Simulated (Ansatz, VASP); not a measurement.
**Two plane-wave programs on BiTe**

```
CELL_PARAMETERS angstrom
0.00000 3.31906 3.31906
3.31906 0.00000 3.31906
3.31906 3.31906 0.00000
ATOMIC_POSITIONS crystal
Bi 0.00000 0.00000 0.00000
Te 0.50000 0.50000 0.50000
```

Change from the starting cell: volume scaled by 1.08.

Alike in both runs: task single point; functional r2SCAN; k mesh 7 × 7 × 7; occupations fermi-dirac, width 0.01 eV; collinear spin.

```csv
,VASP,Ansatz
version,VASP 6.6.1,Ansatz 0.2.0
potentials or method,"VASP PAW PBE potentials, release 64 (Bi_d, Te)",PseudoDojo standard (PBE files)
plane-wave cutoff (eV),520,1120
valence electrons in the cell,21,31
```

VASP gave:

```
gap on the k mesh at the Fermi level (eV)                     : none
pressure (GPa)                                                : -3.3
net moment per atom (μB)                                      : 0.00
size of the moment on the site where the two differ most (μB) : 0.00
```

Problem. What did Ansatz give for the same quantities?

Solution. gap on the k mesh at the Fermi level (eV): none; pressure (GPa): -3.7; net moment per atom (μB): 0.15; size of the moment on the site where the two differ most (μB): 0.18.

The net moments are unlike, so the other rows may belong to different states. VASP's potentials were made for PBE, not for r2SCAN. Site moments also hang on the region over which each program counts them. A gap of «none» marks a metal or a gap that the smearing closes. VASP's potentials hold 21 valence electrons a cell and Ansatz's 31, so a difference there can come from the potentials and not from the codes.

Spin-orbit coupling is off throughout. Noted on Ansatz's run: the meta-GGA runs on potentials made for a GGA.
